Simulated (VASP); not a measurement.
Runs of VASP 6.6.1 on Ga. The structure is that of space group Cmcm (No. 63), or close to it. The cells are those of the table. 

```tsv
task	level	spin	cell	k mesh	cutoff (eV)	gap on the mesh (eV)	pressure (GPa)	largest force (eV/Å)
single point	r2SCAN	off	a = 4.286, b = 4.286, c = 3.354 Å, angles 90.7, 90.7, 142.1°, 2 atoms	10 × 10 × 8	520	none	-2.5	0.20
single point	r2SCAN	off	a = 4.341, b = 4.341, c = 3.397 Å, angles 90.7, 90.7, 142.1°, 2 atoms	10 × 10 × 8	520	none	-4.2	0.19
single point	r2SCAN	off	a = 4.313, b = 4.313, c = 3.376 Å, angles 90.7, 90.7, 142.1°, 2 atoms	10 × 10 × 8	520	none	-3.3	0.20
relaxation of cell and atoms	BLYP+D3(BJ)	off	relaxed from a = 4.257, b = 4.257, c = 3.332 Å, angles 90.7, 90.7, 142.1°, 2 atoms	10 × 10 × 8	600	none	0.0	-
single point	PBE	non-collinear, zero start, SOC	a = 4.257, b = 4.257, c = 3.332 Å, angles 90.7, 90.7, 142.1°, 2 atoms	7 × 7 × 6	520	-	(a)	0.15
```

Alike in all rows: potentials or basis VASP PAW PBE potentials, release 64 (Ga_d); smearing fermi-dirac 0.05 eV.

Problem. Fill in the values left out.

Solution. (a) 2.2.

Caveats: the PAW data sets were made with another functional, which shifts forces and pressure a little (at least some runs); the cell stands under tension (at least some runs).

A k mesh can miss the band edges, and rows without SOC leave out spin-orbit coupling on Ga.

A gap of «none» marks levels without a gap at the run's occupations.
